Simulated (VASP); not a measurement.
AlV3N4:

```
CELL_PARAMETERS angstrom
4.61606 0.00000 0.00000
0.00000 4.61606 0.00000
0.00000 0.00000 4.61606
ATOMIC_POSITIONS crystal
Al 0.50000 0.50000 0.50000
V 0.50000 0.00000 0.00000
V 0.00000 0.00000 0.50000
V 0.00000 0.50000 0.00000
N 0.00000 0.50000 0.50000
N 0.50000 0.50000 0.00000
N 0.00000 0.00000 0.00000
N 0.50000 0.00000 0.50000
```

| Property | Result |
| --- | --- |
| Program | VASP 6.6.1 |
| Task | relaxation of cell and atoms |
| Functional | PBE |
| Potentials or basis | VASP PAW PBE potentials, release 64 (Al, V_sv, N) |
| Cutoff | 600 eV |
| k mesh | 4 × 4 × 4 |
| Occupations | gaussian, width 0.1 eV |
| Spin | collinear spin, ferromagnetic start |
| Starting moments | [0.0, 2.0, 2.0, 2.0, 0.0, 0.0, 0.0, 0.0] μB |

At the start: pressure -41.3 GPa; volume 12.29 Å³/atom.

Problem. Where does the relaxation end?

Solution. Over 6 steps the energy falls by 634.5 meV/atom and the volume is 8.80 Å³/atom (-28.4 %); space group Pm-3m (No. 221, to 0.1 Å) before and after; moment 2.30 μB per cell.

Step by step:
| step | energy change (eV) | largest force (eV/Å) | pressure (GPa) | volume (Å³) |
| --- | --- | --- | --- | --- |
| 1 | 0.0000 | 0.0000 | -41.28 | 98.36 |
| 2 | -3.2508 | 0.0000 | 63.92 | 59.81 |
| 3 | -5.0748 | 0.0000 | -1.07 | 70.67 |
| 4 | -5.0751 | 0.0000 | 0.90 | 70.18 |
| 5 | -5.0749 | 0.0000 | -1.01 | 70.65 |
| 6 | -5.0757 | 0.0000 | 0.00 | 70.40 |

Final structure:
```
Al V N
1.0
     4.12914    0.00000    0.00000
     0.00000    4.12914    0.00000
     0.00000    0.00000    4.12914
Al V N
1 3 4
Direct
  0.50000 0.50000 0.50000
  0.50000 0.00000 0.00000
  0.00000 0.00000 0.50000
  0.00000 0.50000 0.00000
  0.00000 0.50000 0.50000
  0.50000 0.50000 0.00000
  0.00000 0.00000 0.00000
  0.50000 0.00000 0.50000
```

Caveat: the volume moved by over 15 % at a fixed basis, so the end points are rough.
